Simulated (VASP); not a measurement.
TaBi, 2 atoms in the cell. It takes space group Fm-3m (No. 225, cubic). The conventional cell has a = 5.830 Å, b = 5.830 Å, c = 5.830 Å, α = 90.00°, β = 90.00°, γ = 90.00°. Ta (site symmetry m-3m) has 6 Bi at 2.91 Å within 3.8 Å. Within 3.8 Å of Bi (site symmetry m-3m) lie 6 Ta at 2.91 Å. 

```yaml
Program: VASP 6.6.1
Task: relaxation of cell and atoms
Functional: PBE
Potentials_or_basis: VASP PAW PBE potentials, release 64 (Ta_pv, Bi_d)
Cutoff: 600 eV
k_mesh: 12 × 12 × 12
Occupations: gaussian, width 0.1 eV
Spin: no spin polarisation
Dipole_correction: no
Further_INCAR_settings: ALGO = Normal; EDIFF = 1e-06; IBRION = 2; EDIFFG = -0.005; NSW = 100; ISIF = 3
```

Potentials or basis: VASP PAW PBE potentials, release 64 (Ta_pv, Bi_d).

Launch:

```bash
$ cat potpaw_PBE.64/Ta_pv/POTCAR potpaw_PBE.64/Bi_d/POTCAR > POTCAR
$ mpirun -np 1 vasp_std > vasp.out
```

Hardware: 1 thread of Intel(R) Xeon(R) 6975P-C (Granite Rapids), on a shared host.

Q: Estimate the wall time of this run.

A: Wall time 56 s on 1 thread of Intel(R) Xeon(R) 6975P-C (Granite Rapids), on a shared host, peak memory 0.25 GiB. Counts: scf iterations 25, k points 72, ion steps 3.
